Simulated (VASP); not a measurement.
Set up this calculation in VASP 6.6.1, as the native input.

| Property | Result |
| --- | --- |
| Task | single point |
| Functional | PBE |
| Potentials or basis | VASP PAW PBE potentials, release 64 (C) |
| Cutoff | 520 eV |
| k mesh | 21 × 21 × 21 |
| Occupations | fermi-dirac, width 0.0612256 eV |
| Spin | no spin polarisation |
| Dipole correction | no |
| Further INCAR settings | ALGO = Normal; EDIFF = 1e-06; NBANDS = 8 |

The structure of C lies in POSCAR:

```
C
1.0
    1.7525549836      0.0000000000      0.0000000000
    0.0000000000      1.7525549836      0.0000000000
    0.0000000000      0.0000000000      1.7525549836
C
1
Direct
    0.0000000000      0.0000000000      0.0000000000
```

One way to write it, as run:

INCAR

```
SYSTEM = C
  PREC = Accurate
  ENCUT = 520
  EDIFF = 1E-6
  ISMEAR = -1
  SIGMA = 0.06122561905347299
  LREAL = .False.
  LASPH = .True.
  NELM = 60
  ALGO = Normal
  ISIF = 2
  LWAVE = .False.
  LCHARG = .True.
  GGA = PE
  LELF = .True.
  LVHAR = .True.
  NBANDS = 8
```

KPOINTS

```
Automatic mesh
0
Gamma
  21 21 21
  0 0 0
```

Potentials or basis: VASP PAW PBE potentials, release 64 (C).

The run is started by

```sh
$ cat potpaw_PBE.64/C/POTCAR > POTCAR
$ mpirun -np 1 vasp_std > vasp.out
```

It gave:

```yaml
Pressure: 12.0 GPa
Band_gap_on_the_k_mesh: zero (band 2 reaches 21.05 eV, above the bottom of band 3 at 9.16 eV)
```

Wall time 13 s on 1 thread of AMD EPYC 7R13 (shared host), peak memory 0.08 GiB.
